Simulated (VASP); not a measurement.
Set up this calculation in VASP 6.6.1, as the native input.

```yaml
Task: single point
Functional: PBE
Potentials_or_basis: VASP PAW PBE potentials, release 64 (Cd, Se)
Cutoff: 520 eV
k_mesh: 8 × 8 × 8
Occupations: fermi-dirac, width 0.03 eV
Spin: no spin polarisation
Dipole_correction: no
Further_INCAR_settings: ALGO = Normal; EDIFF = 1e-07; NBANDS = 16
```

The structure of CdSe lies in POSCAR:

```
CdSe
1.0
    0.0000000000      2.9781630626      3.0702711986
    2.9781630626      0.0000000000      3.0702711986
    2.9781630626      2.9781630626      0.0000000000
Cd Se
1 1
Direct
    0.0000000000      0.0000000000      0.0000000000
    0.2500000000      0.2500000000      0.2500000000
```

This cell differs from its parent crystal: equal xx and yy strain of -3 %.

These files were run (other wordings do the same):

INCAR

```
  PREC = Accurate
  ENCUT = 520
  EDIFF = 1E-7
  ISMEAR = -1
  SIGMA = 0.03
  LREAL = False
  LASPH = True
  NELM = 60
  ALGO = Normal
  ISIF = 2
  LWAVE = False
  LCHARG = False
  GGA = PE
  NBANDS = 16
```

KPOINTS

```
regular mesh
0
Gamma
  8 8 8
```

Potentials or basis: VASP PAW PBE potentials, release 64 (Cd, Se).

Command:

```sh
$ cat potpaw_PBE.64/Cd/POTCAR potpaw_PBE.64/Se/POTCAR > POTCAR
$ mpirun -np 1 vasp_std > vasp.out
```

Results of the run:

* Pressure: 5.2 GPa
* Band gap on the k mesh: 0.64 eV, direct

Caveat: the cell differs from its parent crystal (equal xx and yy strain of -3 %).

Wall time 16 s on 1 thread of Intel(R) Xeon(R) 6975P-C (Granite Rapids), with other jobs on the host, peak memory 0.2 GiB.
